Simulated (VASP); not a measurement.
Wanted: the native input for a VASP 6.6.1 run.

| Item | Value |
| --- | --- |
| Task | relaxation of cell and atoms |
| Functional | LDA |
| Potentials or basis | VASP PAW LDA potentials, release 64 (Al) |
| Cutoff | 600 eV |
| k mesh | 9 × 9 × 3 |
| Occupations | fermi-dirac, width 0.15 eV |
| Spin | no spin polarisation |
| Dipole correction | no |
| Further INCAR settings | ALGO = Normal; EDIFF = 1e-07; IBRION = 2; EDIFFG = -0.01; NSW = 80; ISIF = 3 |

The structure of Al lies in POSCAR:

```
Al
1.0
    2.8270770000      0.0000000000      0.0000000000
   -1.4135390000      2.4483210000      0.0000000000
    0.0000000000      0.0000000000      9.1859930000
Al
4
Direct
    0.0000000000      0.0000000000      0.0000000000
    0.3333333333      0.6666666667      0.2500000000
    0.0000000000      0.0000000000      0.5000000000
    0.6666666667      0.3333333333      0.7500000000
```

One way to write it, as run:

INCAR

```
PREC = Accurate ; ENCUT = 600
EDIFF = 1E-7 ; ISMEAR = -1
SIGMA = 0.15 ; LREAL = False
LASPH = True ; NELM = 100
ALGO = Normal ; ISIF = 3
LWAVE = False ; LCHARG = False
GGA = CA ; IBRION = 2
NSW = 80 ; EDIFFG = -0.01
```

KPOINTS

```
Automatic mesh
0
Gamma
  9 9 3
```

Potentials or basis: VASP PAW LDA potentials, release 64 (Al).

Launch:

```console
$ cat potpaw_LDA.64/Al/POTCAR > POTCAR
$ mpirun -np 1 vasp_std > vasp.out
```

It gave:

The relaxed volume is 15.88 Å³/atom. The relaxed cell is a = 2.809 Å, b = 2.809 Å, c = 9.294 Å, α = 90.00°, β = 90.00°, γ = 120.00°, the space group after relaxing (to 0.05 Å) is P6_3/mmc (No. 194) and the energy gained by relaxing is 1.3 meV/atom. The ionic steps are 5. The pressure after relaxing is -0.1 GPa. The band gap on the k mesh is zero (band 6 reaches 12.02 eV, above the bottom of band 7 at 6.87 eV).

Wall time 38 s on 1 thread of Intel(R) Xeon(R) Platinum 8375C CPU @ 2.90GHz (Ice Lake), on a shared host, peak memory 0.17 GiB.
